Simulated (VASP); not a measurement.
Al16H: relaxation of the atoms with PBE

Al16H, a slab with vacuum:

```
CELL_PARAMETERS angstrom
5.71352 0.00000 0.00000
0.00000 8.08013 0.00000
0.00000 0.00000 19.74328
ATOMIC_POSITIONS crystal
Al 0.25000 0.25000 0.20260
Al 0.25000 0.75000 0.20260
Al 0.75000 0.25000 0.20260
Al 0.75000 0.75000 0.20260
Al 0.00000 0.00000 0.27495
Al 0.00000 0.50000 0.27495
Al 0.50000 0.00000 0.27495
Al 0.50000 0.50000 0.27495
Al 0.25000 0.25000 0.34955
Al 0.25000 0.75000 0.34955
Al 0.75000 0.25000 0.34955
Al 0.75000 0.75000 0.34955
Al 0.00000 0.00000 0.41752
Al 0.00000 0.50000 0.41752
Al 0.50000 0.00000 0.41752
Al 0.50000 0.50000 0.41752
H 0.00000 0.00000 0.49451
```

```
Program                             : VASP 6.6.1
Task                                : relaxation of the atoms
Functional                          : PBE
Potentials or basis                 : VASP PAW PBE potentials, release 64 (Al, H)
Cutoff                              : 520 eV
k mesh                              : 5 × 4 × 1
Occupations                         : gaussian, width 0.1 eV
Spin                                : no spin polarisation
Dipole correction                   : yes
Atoms held fixed (from 0)           : [0, 1, 2, 3, 4, 5, 6, 7, 8, 9, 10, 11, 12, 13, 14, 15]
Further INCAR settings              : LREAL = Auto; ALGO = Fast; EDIFF = 1e-06; IBRION = 2; EDIFFG = -0.025; NSW = 36
Atoms held along some axes (from 0) : atom 16 along a and b
```

| Quantity | Value |
| --- | --- |
| Energy gained by relaxing | 2.8 meV/atom |
| Ionic steps | 3 |
| Band gap on the k mesh | zero (an odd number of electrons rules out a gap without spin polarisation) |

The path:
```csv
step,energy change (eV),largest force on free atoms (eV/Å),pressure (GPa)
1,0.0000,1.1773,-0.76
2,-0.0426,0.3570,-0.84
3,-0.0478,0.0097,-0.87
```

Final structure:
```cif
data_structure
_symmetry_space_group_name_H-M 'P 1'
_symmetry_Int_Tables_number 1
_cell_length_a 5.7135
_cell_length_b 8.0801
_cell_length_c 19.7433
_cell_angle_alpha 90.000
_cell_angle_beta 90.000
_cell_angle_gamma 90.000
_cell_volume 911.47
loop_
_atom_site_label
_atom_site_type_symbol
_atom_site_fract_x
_atom_site_fract_y
_atom_site_fract_z
_atom_site_occupancy
Al1 Al 0.25000 0.25000 0.20260 1
Al2 Al 0.25000 0.75000 0.20260 1
Al3 Al 0.75000 0.25000 0.20260 1
Al4 Al 0.75000 0.75000 0.20260 1
Al5 Al 0.00000 0.00000 0.27495 1
Al6 Al 0.00000 0.50000 0.27495 1
Al7 Al 0.50000 0.00000 0.27495 1
Al8 Al 0.50000 0.50000 0.27495 1
Al9 Al 0.25000 0.25000 0.34955 1
Al10 Al 0.25000 0.75000 0.34955 1
Al11 Al 0.75000 0.25000 0.34955 1
Al12 Al 0.75000 0.75000 0.34955 1
Al13 Al 0.00000 0.00000 0.41752 1
Al14 Al 0.00000 0.50000 0.41752 1
Al15 Al 0.50000 0.00000 0.41752 1
Al16 Al 0.50000 0.50000 0.41752 1
H1 H 0.00000 0.00000 0.49893 1
```

Levels at points of the mesh, in eV from the Fermi level:
```csv
k point,band 20,band 21,band 22,band 23,band 24,band 25,band 26,band 27,band 28,band 29
"(0.00, 0.00, 0.00)",-1.64,-1.58,-0.95,-0.80,-0.58,-0.47,-0.13,0.23,0.39,1.28
"(0.00, 0.50, 0.00)",-1.14,-0.94,-0.92,-0.86,-0.86,-0.36,0.24,0.27,0.28,1.13
```

It took 14 min on 1 thread of Oxide Virtual Turin-like Processor (shared host), peak memory 0.87 GiB.
